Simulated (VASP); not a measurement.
Crystal: LaHg.

```
CELL_PARAMETERS angstrom
3.86400 0.00000 0.00000
0.00000 3.86400 0.00000
0.00000 0.00000 3.86400
ATOMIC_POSITIONS crystal
La 0.50000 0.50000 0.50000
Hg 0.00000 0.00000 0.00000
```

| Quantity | Value |
| --- | --- |
| Program | VASP 6.6.1 |
| Task | relaxation of cell and atoms |
| Functional | PBEsol |
| Potentials or basis | VASP PAW PBE potentials, release 64 (La, Hg) |
| Cutoff | 600 eV |
| k mesh | 12 × 12 × 12 |
| Occupations | gaussian, width 0.1 eV |
| Spin | no spin polarisation |

At the start: pressure -1.2 GPa; volume 28.85 Å³/atom.

Task: How do energy, volume and symmetry change on relaxing?

Result: Over 3 steps the energy falls by 2.2 meV/atom and the volume is 28.26 Å³/atom (-2.0 %); space group Pm-3m (No. 221, to 0.05 Å).

The path:
| step | energy change (eV) | largest force (eV/Å) | pressure (GPa) | volume (Å³) |
| --- | --- | --- | --- | --- |
| 1 | 0.0000 | 0.0000 | -1.15 | 57.69 |
| 2 | -0.0034 | 0.0000 | 0.56 | 55.98 |
| 3 | -0.0043 | 0.0000 | 0.00 | 56.51 |

Final structure:
```xyz
2
Lattice="3.8375 0.0000 0.0000 0.0000 3.8375 0.0000 0.0000 0.0000 3.8375" Properties=species:S:1:pos:R:3 pbc="T T T"
La    1.9187    1.9187    1.9187
Hg    0.0000    0.0000    0.0000
```

Caveat: the PAW data sets were made with another functional, which shifts forces and pressure a little.
